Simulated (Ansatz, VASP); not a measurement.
**Ni: VASP beside Ansatz**

INCAR

```
ALGO = Normal
EDIFF = 1E-8
ENCUT = 520
GGA = CA
ISIF = 2
ISMEAR = -1
ISPIN = 2
LASPH = True
LCHARG = False
LEFG = True
LMAXMIX = 4
LORBIT = 11
LREAL = False
LWAVE = False
MAGMOM = 1.5 1.5
NBANDS = 21
NELM = 150
PREC = Accurate
SIGMA = 0.08
```

KPOINTS

```
k-points
0
Gamma
  15 15 8
```

Contents of POSCAR:

```
Ni
1.0
    2.4480228978      0.0000000000      0.0000000000
   -1.2240114489      2.1200500186      0.0000000000
    0.0000000000      0.0000000000      4.0728075700
Ni
2
Direct
    0.3333333333      0.6666666667      0.2500000000
    0.6666666667      0.3333333333      0.7500000000
```

Input for Ansatz:

```yaml
crystal:
  lattice:
    - [2.4480228978, 0.0, 0.0]
    - [-1.2240114489, 2.1200500186, 0.0]
    - [0.0, 0.0, 4.07280757]
  atoms:
    - { symbol: Ni, position: [0.3333333333, 0.6666666667, 0.25], spin: 1.5 }
    - { symbol: Ni, position: [0.6666666667, 0.3333333333, 0.75], spin: 1.5 }
magnetization:
  spin_polarized: true
kpoints:
  mp_grid: { grid: [15, 15, 8] }
  band_path:
    path:
      - [0.0, 0.0, 0.0]
      - [0.5, 0.0, 0.0]
      - [0.3333333333, 0.3333333333, 0.0]
      - [0.0, 0.0, 0.0]
      - [0.0, 0.0, 0.5]
      - [0.5, 0.0, 0.5]
      - [0.3333333333, 0.3333333333, 0.5]
      - [0.0, 0.0, 0.5]
      - [0.5, 0.0, 0.5]
    npoints: 8
scf:
  occupations: { method: fermi_dirac, width: 0.08 }
hamiltonian:
  xc: lda
  pseudopotentials: { kind: paw }
output:
  forces: true
  stress: true
  eigenvalues: true
  efg: { contact_densities: true }
  populations: true
  bader: true
  dos: { projected: true, de: 0.2, e_range: [-14, 8] }
```

Alike in both runs: task electric field gradients; functional LDA; k mesh 15 × 15 × 8; occupations fermi-dirac, width 0.08 eV; collinear spin.

|  | VASP | Ansatz |
| --- | --- | --- |
| version | VASP 6.6.1 | Ansatz 0.2.0 |
| potentials or method | VASP PAW LDA potentials, release 64 (Ni) | PAW with Ansatz's default frozen-core files, scalar-relativistic |
| plane-wave cutoff (eV) | 520 | 420 |
| valence electrons in the cell | 20 | 36 |

```csv
,VASP,Ansatz,Ansatz less VASP
pressure (GPa),-10.7,-10.7,-0.01
"traceless stress, the component that is largest in VASP (GPa)",-2.33,-2.29,+0.038
net moment per atom (μB),0.61,0.63,+0.022
size of the moment on the site where the two differ most (μB),0.61,0.65,+0.046
size of Vzz on the site where it differs most (V/Å²),2.0,3.1,+1.09
```

LDA's correlation is that of Perdew and Zunger in VASP and of Perdew and Wang (1992) in Ansatz. Site moments also hang on the region over which each program counts them. VASP's potentials hold 20 valence electrons a cell and Ansatz's 36, so a difference there can come from the potentials and not from the codes.
